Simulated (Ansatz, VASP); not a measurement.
# Al3Cl: VASP beside Ansatz

```xyz
8
Lattice="0.0000 4.3512 4.3512 4.3512 0.0000 4.3512 4.3512 4.3512 0.0000" Properties=species:S:1:pos:R:3 pbc="T T T"
Al    6.5275    4.3512    4.3512
Al    2.1749    4.3512    4.3512
Al    4.3512    6.5275    4.3512
Al    4.3512    2.1749    4.3512
Al    4.3512    4.3512    6.5275
Al    4.3512    4.3512    2.1749
Cl    2.1756    2.1756    2.1756
Cl    6.5268    6.5268    6.5268
```

Alike in both runs: functional PBE; k mesh 3 × 3 × 3; occupations gaussian, width 0.2 eV; no spin polarisation.

Ansatz relaxed the structure, and its values are those at the end. VASP's run is a single point on that final structure, the one shown.

```csv
,VASP,Ansatz
version,VASP 6.6.1,Ansatz 0.2.0
potentials or method,"VASP PAW PBE potentials, release 64 (Al, Cl), cutoff 500 eV","scalar-relativistic, plane waves, PAW"
valence electrons in the cell,32,32
```

|  | VASP | Ansatz | Ansatz less VASP |
| --- | --- | --- | --- |
| gap on the k mesh at the Fermi level (eV) | none | none | - |
| pressure (GPa) | -0.1 | 0.0 | +0.02 |

A gap of «none» marks a metal or a gap that the smearing closes.

The k mesh is coarse, so the values compare programs but aren't converged.
